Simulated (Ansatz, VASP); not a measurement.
Hf: VASP beside Ansatz

File INCAR:

```
PREC = Accurate ; ENCUT = 500
EDIFF = 1E-6 ; ISMEAR = 0
SIGMA = 0.15 ; LREAL = False
LASPH = True ; NELM = 120
ALGO = Normal ; ISIF = 2
LWAVE = False ; LCHARG = True
GGA = PE ; LELF = True
LVHAR = True ; NBANDS = 17
GGA_COMPAT = False
```

KPOINTS

```
regular mesh
0
Gamma
  18 18 10
```

File POSCAR:

```
Hf
1.0
    3.4292000000      0.0000000000      0.0000000000
   -1.7146000000      2.9697743147      0.0000000000
    0.0000000000      0.0000000000      5.4731000000
Hf
2
Direct
    0.3333333333      0.6666666667      0.2500000000
    0.6666666667      0.3333333333      0.7500000000
```

Input for Ansatz:

```yaml
crystal:
  lattice:
    - [3.4292, 0.0, 0.0]
    - [-1.7146, 2.9697743147, 0.0]
    - [0.0, 0.0, 5.4731]
  atoms:
    - { symbol: Hf, position: [0.3333333333, 0.6666666667, 0.25] }
    - { symbol: Hf, position: [0.6666666667, 0.3333333333, 0.75] }
basis:
  ecutwfc: 420
kpoints:
  mp_grid: { grid: [18, 18, 10] }
hamiltonian:
  xc: pbe
scf:
  occupations: { method: gaussian, width: 0.15 }
output:
  forces: true
  stress: true
  eigenvalues: true
```

Alike in both runs: task single point; functional PBE; k mesh 18 × 18 × 10; occupations gaussian, width 0.15 eV; no spin polarisation.

|  | VASP | Ansatz |
| --- | --- | --- |
| version | VASP 6.6.1 | Ansatz 0.2.0 |
| potentials or method | VASP PAW PBE potentials, release 64 (Hf_pv), cutoff 500 eV | scalar-relativistic, plane waves, PAW |
| valence electrons in the cell | 20 | 52 |

|  | VASP | Ansatz | Ansatz less VASP |
| --- | --- | --- | --- |
| gap on the k mesh at the Fermi level (eV) | none | none | - |
| pressure (GPa) | -16.0 | -15.7 | +0.37 |
| traceless stress, the component that is largest in VASP (GPa) | -0.81 | -0.78 | +0.024 |

A gap of «none» marks a metal or a gap that the smearing closes. VASP's potentials hold 20 valence electrons a cell and Ansatz's 52, so a difference there can come from the potentials and not from the codes.

Spin-orbit coupling is off throughout.
